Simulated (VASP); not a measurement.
The system is GaAs.

```
Ga As
1.0
     0.00000    2.54914    2.54914
     2.54914    0.00000    2.54914
     2.54914    2.54914    0.00000
Ga As
1 1
Direct
  0.00000 0.00000 0.00000
  0.75000 0.75000 0.75000
```

Base run:

* Program: VASP 6.6.1
* Functional: LDA
* Potentials or basis: VASP PAW LDA potentials, release 64 (Ga_d, As)
* Cutoff: 520 eV
* k mesh: 12 × 12 × 12
* Occupations: gaussian, width 0.01 eV
* Spin: no spin polarisation

Its results: band gap on the k mesh 0.60 eV, indirect (least direct gap 2.85 eV); pressure 41.0 GPa.

Question: The run is repeated on the same cell with these changes: potentials or basis from VASP PAW LDA potentials, release 64 (Ga_d, As) to VASP PAW LDA potentials, release 64 (Ga_d, As_d); cutoff from 520 eV to 600 eV; further incar settings from ALGO = Normal; EDIFF = 1e-06; NBANDS = 16 to ALGO = Normal; EDIFF = 1e-06; NBANDS = 21; valence electrons from 18 to 28. What comes out?

Answer: Band gap on the k mesh 0.62 eV, indirect (least direct gap 2.84 eV); pressure 40.6 GPa.

A k mesh can miss the band edges.
